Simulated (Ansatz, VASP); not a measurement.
## NaI: VASP beside Ansatz

```
Na I
1.0
     4.14195    0.00000    0.00000
     0.00000    4.14195    0.00000
     0.00000    0.00000    4.14195
Na I
1 1
Cartesian
  0.0000 0.0000 0.0000
  2.0710 2.0710 2.0710
```

Change from the starting cell: hydrostatic strain +2.5%.

Alike in both runs: task single point; functional HSE06; k mesh 4 × 4 × 4; no spin polarisation.

```csv
,VASP,Ansatz
version,VASP 6.6.1,Ansatz 0.2.0
potentials or method,"VASP PAW PBE potentials, release 64 (Na_pv, I)","plane waves, PAW"
plane-wave cutoff (eV),520,420
occupations,"gaussian, width 0.01 eV",fixed
valence electrons in the cell,14,26
```

Ansatz gave:

- gap on the k mesh at the Fermi level (eV): 3.13
- pressure (GPa): -0.9

What did VASP give for the same quantities?

gap on the k mesh at the Fermi level (eV): 3.12; pressure (GPa): -0.9.

VASP's potentials hold 14 valence electrons a cell and Ansatz's 26, so a difference there can come from the potentials and not from the codes. Ansatz's warnings: stress exchange threshold loose, stress scf threshold loose.

Spin-orbit coupling is off throughout.
